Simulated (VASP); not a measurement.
Write the native input for VASP 6.6.1 that does the following.

```yaml
Task: single point
Functional: PBE
Dispersion: D3(BJ)
Potentials_or_basis: VASP PAW PBE potentials, release 64 (B, N)
Cutoff: 520 eV
k_mesh: 12 × 12 × 4
Occupations: gaussian, width 0.02 eV
Spin: no spin polarisation
Dipole_correction: no
Further_INCAR_settings: ALGO = Normal; EDIFF = 1e-07; NBANDS = 16
```

The structure of BN lies in POSCAR:

```
BN
1.0
    2.4966867087      0.0000000000      0.0000000000
   -1.2483433544      2.1621941151      0.0000000000
    0.0000000000      0.0000000000      6.0490631230
B N
2 2
Direct
    0.0000000000      0.0000000000      0.5000000000
    0.3333333333      0.6666666667      0.0000000000
    0.0000000000      0.0000000000      0.0000000000
    0.6666666667      0.3333333333      0.5000000000
```

This cell differs from its parent crystal: volume scaled by 0.91, then relaxed in part.

One way to write it, as run:

INCAR

```
SYSTEM = BN
PREC     = Accurate       ! precision mode
ENCUT    = 520            ! plane-wave cutoff, eV
EDIFF    = 1E-7           ! SCF threshold, eV
ISMEAR   = 0              ! smearing method
SIGMA    = 0.02           ! smearing width, eV
LREAL    = .False.        ! projectors in reciprocal space
LASPH    = .True.         ! aspherical terms in the spheres
NELM     = 100            ! most SCF steps
ALGO     = Normal         ! electronic algorithm
ISIF     = 2              ! what is computed and relaxed
LWAVE    = .False.        ! write WAVECAR
LCHARG   = .False.        ! write CHGCAR
GGA      = PE             ! functional
IVDW     = 12             ! dispersion correction
NBANDS   = 16             ! bands
```

KPOINTS

```
regular mesh
0
Gamma
  12 12 4
  0 0 0
```

Potentials or basis: VASP PAW PBE potentials, release 64 (B, N).

The run is started by

```bash
$ cat potpaw_PBE.64/B/POTCAR potpaw_PBE.64/N/POTCAR > POTCAR
$ mpirun -np 1 vasp_std > vasp.out
```

Results of the run:

The pressure is 4.3 GPa, the band gap on the k mesh is 4.25 eV, indirect (least direct gap 4.32 eV) and the dispersion energy per atom is -0.159 eV.

It took 14 s on 1 thread of Intel(R) Xeon(R) 6975P-C (Granite Rapids), with other jobs on the host, peak memory 0.17 GiB.
